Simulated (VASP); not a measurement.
# BAs (zinc blende) (F-43m) in VASP: vibrations by perturbation theory with PBE

Aim: the vibrations by perturbation theory of BAs (zinc blende) with PBE.

Program: VASP 6.6.1. These are calculated values, not measurements. Logs are shortened: lines on timing, memory, paths and dates and some standing lists are left out, and cuts for length are marked.

**1. The cell of the first run**

It takes space group F-43m (No. 216, cubic). Conventional cell: a = 4.778 Å, b = 4.778 Å, c = 4.778 Å, α = 90.00°, β = 90.00°, γ = 90.00°. Within 2.7 Å of B (site symmetry -43m) lie 4 As at 2.07 Å. As (site symmetry -43m) has 4 B at 2.07 Å within 2.7 Å.

**2. Vibrations by perturbation theory, PBE**

INCAR reads:

```
SYSTEM = BAs
ALGO = Normal
EDIFF = 1E-8
ENCUT = 520
GGA = PE
IBRION = 8
ISIF = 2
ISMEAR = 0
LASPH = .TRUE.
LCHARG = .FALSE.
LREAL = .FALSE.
LWAVE = .FALSE.
NBANDS = 11
NELM = 100
NSW = 1
PREC = Accurate
SIGMA = 0.01
```

KPOINTS reads:

```
k-points
0
G
  12 12 12
  0 0 0
```

POSCAR reads:

```
BAs
1.0
    0.0000000000      2.3890000000      2.3890000000
    2.3890000000      0.0000000000      2.3890000000
    2.3890000000      2.3890000000      0.0000000000
B As
1 1
Direct
    0.0000000000      0.0000000000      0.0000000000
    0.2500000000      0.2500000000      0.2500000000
```

Potentials or basis: VASP PAW PBE potentials, release 64 (B, As).

On the command line:

```
$ cat potpaw_PBE.64/B/POTCAR potpaw_PBE.64/As/POTCAR > POTCAR
$ mpirun -np 1 vasp_std > vasp.out
```

OUTCAR:

```text
SYSTEM = BAs
   EDIFF = 1E-8
   ENCUT = 520
   GGA = PE
   IBRION = 8
   ISIF = 2
   ISMEAR = 0
   LASPH = .TRUE.
   LREAL = .FALSE.
   NELM = 100
   NSW = 1
   PREC = Accurate

 ion  position               nearest neighbor table
   1  0.000  0.000  0.000-   2 2.07   2 2.07   2 2.07   2 2.07
   2  0.250  0.250  0.250-   1 2.07   1 2.07   1 2.07   1 2.07

  LATTYP: Found a face centered cubic cell.
 ALAT       =     4.7780000000

  Lattice vectors:

 A1 = (   0.0000000000,   2.3890000000,   2.3890000000)
 A2 = (   2.3890000000,   0.0000000000,   2.3890000000)
 A3 = (   2.3890000000,   2.3890000000,   0.0000000000)

Analysis of symmetry for initial positions (statically):
=====================================================================
 Subroutine PRICEL returns:
 Original cell was already a primitive cell.

 Routine SETGRP: Setting up the symmetry group for a
 face centered cubic supercell.

 Subroutine GETGRP returns: Found 24 space group operations
 (whereof 24 operations were pure point group operations)
 out of a pool of 48 trial point group operations.

The static configuration has the point symmetry T_d .

Analysis of symmetry for dynamics (positions and initial velocities):
=====================================================================
 Subroutine PRICEL returns:
 Original cell was already a primitive cell.

 Routine SETGRP: Setting up the symmetry group for a
 face centered cubic supercell.

 Subroutine GETGRP returns: Found 24 space group operations
 (whereof 24 operations were pure point group operations)
 out of a pool of 48 trial point group operations.

The dynamic configuration has the point symmetry T_d .

 Subroutine INISYM returns: Found 24 space group operations
 (whereof 24 operations are pure point group operations),
 and found     1 'primitive' translations

----------------------------------------------------------------------------------------

                                     Primitive cell

  volume of cell :      27.2696

  direct lattice vectors                    reciprocal lattice vectors
     0.000000000  2.389000000  2.389000000    -0.209292591  0.209292591  0.209292591
     2.389000000  0.000000000  2.389000000     0.209292591 -0.209292591  0.209292591
     2.389000000  2.389000000  0.000000000     0.209292591  0.209292591 -0.209292591

  length of vectors
     3.378556201  3.378556201  3.378556201     0.362505401  0.362505401  0.362505401

  position of ions in fractional coordinates (direct lattice)
     0.000000000  0.000000000  0.000000000
     0.250000000  0.250000000  0.250000000

  ion indices of the primitive-cell ions
   primitive index   ion index
                 1           1
                 2           2

----------------------------------------------------------------------------------------

 KPOINTS: k-points

Automatic generation of k-mesh.
 Grid dimensions read from file:
 generate k-points for:   12   12   12

 Generating k-lattice:

  Cartesian coordinates                     Fractional coordinates (reciprocal lattice)
    -0.017441049  0.017441049  0.017441049     0.083333333  0.000000000  0.000000000
     0.017441049 -0.017441049  0.017441049     0.000000000  0.083333333  0.000000000
     0.017441049  0.017441049 -0.017441049     0.000000000  0.000000000  0.083333333

  Length of vectors
     0.030208783  0.030208783  0.030208783

  Shift w.r.t. Gamma in fractional coordinates (k-lattice)
     0.000000000  0.000000000  0.000000000

[... 75 lines left out ...]
   GGA     = PE    functional components
   LHFCALC =     F    Hartree Fock is set to
   AEXX    =    0.0000 exact exchange contribution
   IVDW    =     0    specifies the selected vdW correction
   LEPSILON=     F    determine dielectric tensor
   LRPA    =     F    only Hartree local field effects (RPA)
 non-spin polarized calculation
 Gauss-broadening in eV      SIGMA  =   0.01
  energy-cutoff  :      520.00
  volume of cell :       27.27
 maximum number of plane-waves:       754
 NGX is ok and might be reduce to    28
   NGX = 13   NGY = 13   NGZ = 13

--------------------------------------- Ionic step        1  -------------------------------------------

 number of electron       8.0000000 magnetization

 Free energy of the ion-electron system (eV)
  ---------------------------------------------------
  ext. energy  EPLUGINS =         0.00000000
  ---------------------------------------------------
  free energy    TOTEN  =       -11.40709736 eV

  energy without entropy =      -11.40709736  energy(sigma->0) =      -11.40709736

 E-fermi :   6.2357     XC(G=0): -10.5816

 val. band max:        6.1191109536   @ k =   0.0000   0.0000   0.0000
 cond. band min:       7.3029169552   @ k =   0.4167   0.4167   0.0000
 fundamental gap:      1.1838060016
 Fermi energy:         6.2357088581

 k-point     1 :       0.0000    0.0000    0.0000
  band No.  band energies     occupation
      1      -9.2763      2.00000
      2       6.1191      2.00000
      3       6.1191      2.00000
      4       6.1191      2.00000
      5       9.3949      0.00000
      6       9.3949      0.00000
      7       9.3949      0.00000
      8      10.7979      0.00000
      9      15.6991      0.00000
     10      19.0671      0.00000
     11      19.0671      0.00000
[... 309 lines left out ...]
 k-point    24 :      -0.4167    0.1667    0.0000
  band No.  band energies     occupation
      1      -6.1098      2.00000
      2      -2.2746      2.00000
      3       2.1663      2.00000
      4       3.7779      2.00000
      5       9.3537      0.00000
      6      11.6572      0.00000
      7      12.1588      0.00000
      8      15.3345      0.00000
      9      17.6797      0.00000
     10      19.0138      0.00000
     11      20.6003      0.00000

 [... further k-points ...]
[... 5 lines left out ...]
  --------------------------------------------------------------------------------------
  -------------------------------------------------------------------------------------
  Total        0.5685076      0.5685076      0.5685076     -0.0000000      0.0000000      0.0000000
  in kB       33.4016867     33.4016867     33.4016867     -0.0000000      0.0000000      0.0000000
  external PRESSURE =      33.4016867 kB  Pullay stress =       0.0000000 kB

 VOLUME and BASIS-vectors are now :
 -----------------------------------------------------------------------------
  energy-cutoff  :      520.00
  volume of cell :       27.27
      direct lattice vectors                 reciprocal lattice vectors
     0.000000000  2.389000000  2.389000000    -0.209292591  0.209292591  0.209292591
     2.389000000  0.000000000  2.389000000     0.209292591 -0.209292591  0.209292591
     2.389000000  2.389000000  0.000000000     0.209292591  0.209292591 -0.209292591

 POSITION                                       TOTAL-FORCE (eV/Angst)
 -----------------------------------------------------------------------------------
      0.00000      0.00000      0.00000        -0.000000     -0.000000     -0.000000
      1.19450      1.19450      1.19450         0.000000      0.000000      0.000000
 -----------------------------------------------------------------------------------
    total drift:                               -0.000000     -0.000000     -0.000000

  FREE ENERGIE OF THE ION-ELECTRON SYSTEM (eV)
  ---------------------------------------------------
  free  energy   TOTEN  =       -11.4070973618 eV

  energy  without entropy=      -11.4070973618  energy(sigma->0) =      -11.40709736

[... ionic steps 2 to 3 ...]

--------------------------------------- Ionic step        4  -------------------------------------------

------------------------ aborting loop because EDIFF is reached ----------------------------------------

[... ionic steps 5 to 6 ...]

--------------------------------------- Ionic step        7  -------------------------------------------

 Free energy of the ion-electron system (eV)
  ---------------------------------------------------
  ---------------------------------------------------
  free energy    TOTEN  =        -0.03663948 eV

  energy without entropy =       -0.03663948

------------------------ aborting loop because EDIFF is reached ----------------------------------------

 INTERNAL STRAIN TENSOR  FOR ION    2  DIRECTION 1   (eV/Angst):
 -----------------------------------------------------------------------------
     0.00442  0.00000  0.00000
     0.00000 -0.00033 -7.20255
     0.00000 -7.20255 -0.00033

 INTERNAL STRAIN TENSOR FOR ION    2 for displacements in x,y,z  (eV/Angst):
          X           Y           Z          XY          YZ          ZX
  --------------------------------------------------------------------------------
  x     0.00000    -0.00000    -0.00000     0.00000    -7.20255     0.00000
  y     0.00000    -0.00000     0.00000     0.00000     0.00000    -7.20255
  z    -0.00000    -0.00000     0.00000    -7.20255     0.00000     0.00000

 SECOND DERIVATIVES (NOT SYMMETRIZED)
 ------------------------------------
               1X          1Y          1Z          2X          2Y          2Z
  1X   -16.805875    0.000000    0.000000   16.805875    0.000000    0.000000
  1Y     0.000000  -16.805875    0.000000    0.000000   16.805875    0.000000
  1Z     0.000000    0.000000  -16.805875    0.000000    0.000000   16.805875
  2X    16.810241    0.000000    0.000000  -16.810241    0.000000    0.000000
  2Y     0.000000   16.810241    0.000000    0.000000  -16.810241    0.000000
  2Z     0.000000    0.000000   16.810241    0.000000    0.000000  -16.810241

 Eigenvectors and eigenvalues of the dynamical matrix
 ----------------------------------------------------

   1 f  =   20.850900 THz   131.010065 2PiTHz  695.511143 cm-1    86.232353 meV
             X         Y         Z           dx          dy          dz
      0.000000  0.000000  0.000000     0.000000    0.934810    0.000000
      1.194500  1.194500  1.194500     0.000000   -0.355147    0.000000
[... 21 lines left out ...]
   6 f/i=    0.000899 THz     0.005649 2PiTHz    0.029990 cm-1     0.003718 meV
             X         Y         Z           dx          dy          dz
      0.000000  0.000000  0.000000     0.000000    0.000000   -0.355147
      1.194500  1.194500  1.194500     0.000000    0.000000   -0.934810

--------------------------------------------------------------------------------------------------------

 ELASTIC MODULI CONTR FROM IONIC RELAXATION (kBar)
 Direction    XX          YY          ZZ          XY          YZ          ZX
 --------------------------------------------------------------------------------
 XX          -0.0000      0.0000      0.0000     -0.0000      0.0000      0.0000
 YY           0.0000     -0.0000      0.0000     -0.0000     -0.0000     -0.0000
 ZZ           0.0000      0.0000     -0.0000      0.0000     -0.0000      0.0000
 XY          -0.0000     -0.0000      0.0000   -189.9170      0.0000      0.0000
 YZ           0.0000     -0.0000     -0.0000      0.0000   -189.9170      0.0000
 ZX           0.0000     -0.0000      0.0000      0.0000      0.0000   -189.9170
 --------------------------------------------------------------------------------
```

Wall time 2 min (1 thread of Intel Xeon 6975P-C (Granite Rapids), shared host); peak memory 0.33 GiB.

Results:

| Property | Result |
| --- | --- |
| Highest phonon frequency at Γ, LO-TO splitting left out | 696 cm⁻¹ |

Phonon frequencies in cm⁻¹ (negative: imaginary):
| q point | frequencies |
| --- | --- |
| (0.000, 0.000, 0.000) | 0 0 0 696 696 696 |

Caveat: the cell wasn't relaxed at this level first, which shifts response properties.
